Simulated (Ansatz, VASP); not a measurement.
## SrO in VASP and in Ansatz

The input INCAR:

```
PREC = Accurate
ENCUT = 520
EDIFF = 1E-6
ISMEAR = -1
SIGMA = 0.05
LREAL = False
LASPH = True
NELM = 80
ALGO = Normal
ISIF = 2
LWAVE = False
LCHARG = True
GGA = PE
LELF = True
LVHAR = True
NBANDS = 15
```

The input KPOINTS:

```
regular mesh
0
Gamma
  4 4 4
```

File POSCAR:

```
SrO
1.0
    0.0000000000      2.6000000000      2.6000000000
    2.6000000000      0.0000000000      2.6000000000
    2.6000000000      2.6000000000      0.0000000000
Sr O
1 1
Direct
    0.0066617339      0.0066617339      0.0066617339
    0.5000000000      0.5000000000      0.5000000000
```

Input for Ansatz:

```yaml
crystal:
  lattice:
    - [0.0, 2.6, 2.6]
    - [2.6, 0.0, 2.6]
    - [2.6, 2.6, 0.0]
  atoms:
    - { symbol: Sr, position: [0.0066617339, 0.0066617339, 0.0066617339] }
    - { symbol: O, position: [0.5, 0.5, 0.5] }
kpoints:
  mp_grid: { grid: [4, 4, 4] }
hamiltonian:
  xc: pbe
  pseudopotentials:
    kind: paw
    azcp:
      O: "pseudopotentials/pbe/paw/ansatz_paw_generated_hard_1/O.paw.azcp"
      Sr: "pseudopotentials/pbe/paw/ansatz_paw_generated_hard_1/Sr.paw.azcp"
scf:
  occupations: { method: fermi_dirac, width: 0.05 }
  convergence: { dr2_threshold: "1e-10 eV" }
output:
  forces: true
  stress: true
  eigenvalues: true
```

Alike in both runs: task single point; functional PBE; k mesh 4 × 4 × 4; occupations fermi-dirac, width 0.05 eV; no spin polarisation.

```csv
,VASP,Ansatz
version,VASP 6.6.1,Ansatz 0.2.0 development build
potentials or method,"VASP PAW PBE potentials, release 64 (Sr_sv, O)","plane waves, PAW datasets (generated hard set"
plane-wave cutoff (eV),520,700
valence electrons in the cell,16,16
```

Ansatz gave:

| Quantity | Value |
| --- | --- |
| gap on the k mesh at the Fermi level (eV) | 3.35 |
| least direct gap on the mesh (eV) | 3.44 |
| rms of the force components (eV/Å) | 0.059 |

Estimate VASP's values.

gap on the k mesh at the Fermi level (eV): 3.30; least direct gap on the mesh (eV): 3.41; rms of the force components (eV/Å): 0.063.

Atom by atom the forces differ by 0.004 eV/Å (rms over components). With one functional, cell and mesh, what is left measures potentials, basis and numerics. Ansatz's warnings: cutoff auto derived.

The k mesh is coarse, so the values compare programs but aren't converged.
